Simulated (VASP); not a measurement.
A run of VASP 6.6.1 is set up as follows.

Contents of INCAR:

```
SYSTEM = NaHg3
PREC = Accurate ; ENCUT = 520
EDIFF = 1E-6 ; ISMEAR = 1
SIGMA = 0.05 ; LREAL = .FALSE.
LASPH = .TRUE. ; NELM = 80
ALGO = Normal ; ISIF = 2
LWAVE = .FALSE. ; LCHARG = .FALSE.
GGA = PS ; NBANDS = 30
```

The input KPOINTS:

```
Automatic mesh
0
G
  5 5 5
  0 0 0
```

POSCAR

```
NaHg3
1.0
    0.0000000000      3.6610780000      3.6610780000
    3.6610780000      0.0000000000      3.6610780000
    3.6610780000      3.6610780000      0.0000000000
Na Hg
1 3
Direct
    0.0000000000      0.0000000000      0.0000000000
    0.2500000000      0.2500000000      0.2500000000
    0.7500000000      0.7500000000      0.7500000000
    0.5000000000      0.5000000000      0.5000000000
```

Potentials or basis: VASP PAW PBE potentials, release 64 (Na_pv, Hg).

Run with:

```sh
$ cat potpaw_PBE.64/Na_pv/POTCAR potpaw_PBE.64/Hg/POTCAR > POTCAR
$ mpirun -np 1 vasp_std > vasp.out
```

Task: What does it give for the pressure?

Result: -0.9 GPa.

Caveat: the PAW data sets were made with another functional, which shifts forces and pressure a little.
